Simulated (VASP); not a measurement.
AgI (Iodargyrite): relaxation of cell and atoms with PBE+D3(BJ)

AgI (Iodargyrite):

```
Ag I
1.0
     4.68554    0.00000    0.00000
    -2.34277    4.05780    0.00000
     0.00000    0.00000    7.66431
Ag I
2 2
Cartesian
  2.3428 1.3526 4.8105
  0.0000 2.7052 0.9783
  2.3428 1.3526 0.0180
  0.0000 2.7052 3.8502
```

* Program: VASP 6.6.1
* Task: relaxation of cell and atoms
* Functional: PBE
* Dispersion: D3(BJ)
* Potentials or basis: VASP PAW PBE potentials, release 64 (Ag, I)
* Cutoff: 500 eV
* k mesh: 9 × 9 × 4
* Occupations: gaussian, width 0.02 eV
* Spin: no spin polarisation
* Dipole correction: no
* Further INCAR settings: ALGO = Normal; EDIFF = 1e-07; IBRION = 2; EDIFFG = -0.005; NSW = 70; ISIF = 3

* Relaxed volume: 34.29 Å³/atom
* Relaxed cell: a = 4.590 Å, b = 4.590 Å, c = 7.516 Å, α = 90.00°, β = 90.00°, γ = 120.00°
* Space group after relaxing (to 0.05 Å): P6_3mc (No. 186)
* Energy gained by relaxing: 11.7 meV/atom
* Ionic steps: 8
* Pressure after relaxing: 0.0 GPa
* Largest force after relaxing: 0.005 eV/Å
* Band gap on the k mesh: 1.37 eV, direct
* Dispersion energy per atom: -0.323 eV

Forces in eV/Å, atoms in the order of the input:
```
Ag   0.000  0.000  0.005
Ag   0.000  0.000  0.005
I    0.000  0.000 -0.005
I    0.000  0.000 -0.005
```

The path:
```tsv
step	energy change (eV)	largest force (eV/Å)	pressure (GPa)	volume (Å³)
1	0.0000	0.0015	-1.64	145.72
2	-0.0461	0.0032	-0.20	137.99
3	-0.0467	0.0034	0.01	137.08
4	-0.0467	0.0037	-0.04	137.25
5	-0.0467	0.0043	-0.03	137.24
6	-0.0467	0.0056	-0.03	137.23
7	-0.0467	0.0050	-0.02	137.18
8	-0.0467	0.0046	-0.02	137.15
```

Final structure:
```
CELL_PARAMETERS angstrom
4.59008 0.00000 0.00000
-2.29504 3.97513 0.00000
0.00000 0.00000 7.51647
ATOMIC_POSITIONS crystal
Ag 0.66667 0.33333 0.62776
Ag 0.33333 0.66667 0.12776
I 0.66667 0.33333 0.00224
I 0.33333 0.66667 0.50224
```

Levels at points of the mesh, in eV from the valence-band top:
```
           k point  band 15  band 16  band 17  band 18  band 19  band 20  band 21  band 22
(0.00, 0.00, 0.00)    -0.71    -0.07     0.00     0.00     1.37     2.64     5.75     5.75
(0.00, 0.00, 0.50)    -0.37    -0.37    -0.37    -0.37     2.66     2.66     5.63     5.63
```

It took 8.6 min on 1 thread of AMD EPYC 9R45 (Zen 5) (shared host), peak memory 0.3 GiB.

Caveat: spin-orbit coupling is left out, which moves the levels of the heavy elements. A k mesh can miss the band edges.
